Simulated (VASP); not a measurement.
Zr: relaxation of volume and atoms at fixed shape with PBE

Zr:

```
Zr
1.0
     3.23200    0.00000    0.00000
    -1.61600    2.79899    0.00000
     0.00000    0.00000    5.14700
Zr
2
Direct
  0.33333 0.66667 0.25000
  0.66667 0.33333 0.75000
```

* Program: VASP 6.6.1
* Task: relaxation of volume and atoms at fixed shape
* Functional: PBE
* Potentials or basis: VASP PAW PBE potentials, release 64 (Zr_sv)
* Cutoff: 600 eV
* k mesh: 15 × 15 × 8
* Occupations: methfessel-paxton, width 0.1 eV
* Spin: no spin polarisation
* Dipole correction: no
* Further INCAR settings: ALGO = Normal; EDIFF = 1e-07; IBRION = 2; EDIFFG = -0.02; NSW = 80; ISIF = 8

```
Relaxed volume                        : 23.40 Å³/atom
Relaxed cell                          : a = 3.237 Å, b = 3.237 Å, c = 5.156 Å, α = 90.00°, β = 90.00°, γ = 120.00°
Space group after relaxing (to 0.1 Å) : P6_3/mmc (No. 194)
Energy gained by relaxing             : 0.2 meV/atom
Ionic steps                           : 3
Pressure after relaxing               : 0.0 GPa
Band gap on the k mesh                : zero (bands 12 and 13 overlap by 1.19 eV)
```

Stress tensor (GPa, compression positive):
```
-0.14  0.00  0.00
 0.00 -0.14  0.00
 0.00  0.00  0.28
```

Step by step:
| step | energy change (eV) | largest force (eV/Å) | pressure (GPa) | volume (Å³) |
| --- | --- | --- | --- | --- |
| 1 | 0.0000 | 0.0000 | 0.48 | 46.56 |
| 2 | 0.0000 | 0.0000 | -0.48 | 47.03 |
| 3 | -0.0003 | 0.0000 | 0.00 | 46.79 |

Final structure:
```
Zr
1.0
     3.23735    0.00000    0.00000
    -1.61868    2.80363    0.00000
     0.00000    0.00000    5.15552
Zr
2
Cartesian
  0.0000 1.8691 1.2889
  1.6187 0.9345 3.8666
```

Levels at points of the mesh, in eV from the Fermi level:
| k point | band 8 | band 9 | band 10 | band 11 | band 12 | band 13 | band 14 | band 15 | band 16 |
| --- | --- | --- | --- | --- | --- | --- | --- | --- | --- |
| (0.00, 0.00, 0.00) | -26.41 | -5.69 | -3.06 | 0.82 | 0.82 | 0.97 | 1.11 | 1.51 | 1.51 |
| (0.00, 0.00, 0.50) | -26.48 | -3.98 | -3.98 | 0.01 | 0.01 | 0.73 | 0.73 | 0.73 | 0.73 |

It took 2.4 min on 1 thread of Intel(R) Xeon(R) Platinum 8559C (Emerald Rapids), with other jobs on the host, peak memory 0.26 GiB.

PBE usually gives volumes a little too large and moduli too small. Zero-point motion and thermal expansion aren't in these numbers.
